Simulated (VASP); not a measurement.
Write the native input for VASP 6.6.1 that does the following.

* Task: relaxation of cell and atoms
* Functional: LDA
* Potentials or basis: VASP PAW LDA potentials, release 64 (Ga_d, Sb)
* Cutoff: 600 eV
* k mesh: 8 × 8 × 8
* Occupations: gaussian, width 0.01 eV
* Spin: no spin polarisation
* Dipole correction: no
* Further INCAR settings: ALGO = Normal; EDIFF = 1e-06; IBRION = 2; EDIFFG = -0.002; NSW = 100; ISIF = 3

The structure of GaSb (qe600) lies in POSCAR:

```
GaSb
1.0
    0.0000000000      3.0244353169      3.0244353169
    3.0244353169      0.0000000000      3.0244353169
    3.0244353169      3.0244353169      0.0000000000
Ga Sb
1 1
Direct
    0.0000000000      0.0000000000      0.0000000000
    0.2500000000      0.2500000000      0.2500000000
```

The input as run:

INCAR

```
PREC     = Accurate       # precision mode
ENCUT    = 600            # plane-wave cutoff, eV
EDIFF    = 1E-6           # SCF threshold, eV
ISMEAR   = 0              # smearing method
SIGMA    = 0.01           # smearing width, eV
LREAL    = False          # projectors in reciprocal space
LASPH    = True           # aspherical terms in the spheres
NELM     = 60             # most SCF steps
ALGO     = Normal         # electronic algorithm
ISIF     = 3              # what is computed and relaxed
LWAVE    = False          # write WAVECAR
LCHARG   = False          # write CHGCAR
GGA      = CA             # functional
IBRION   = 2              # ionic algorithm
NSW      = 100            # ionic steps
EDIFFG   = -0.002         # ionic threshold
```

KPOINTS

```
regular mesh
0
Gamma
  8 8 8
```

Potentials or basis: VASP PAW LDA potentials, release 64 (Ga_d, Sb).

Command:

```console
$ cat potpaw_LDA.64/Ga_d/POTCAR potpaw_LDA.64/Sb/POTCAR > POTCAR
$ mpirun -np 1 vasp_std > vasp.out
```

It gave:

```
Relaxed volume                         : 27.75 Å³/atom
Relaxed cell                           : a = 4.281 Å, b = 4.281 Å, c = 4.281 Å, α = 60.00°, β = 60.00°, γ = 60.00°
Space group after relaxing (to 0.05 Å) : F-43m (No. 216)
Energy gained by relaxing              : 0.0 meV/atom
Ionic steps                            : 6
Pressure after relaxing                : 0.0 GPa
Band gap on the k mesh                 : 0.10 eV, direct
```

Caveat: spin-orbit coupling is left out, which moves the levels of the heavy elements.

It took 45 s on 1 thread of Intel Xeon 6975P-C, with other jobs on the host, peak memory 0.19 GiB.
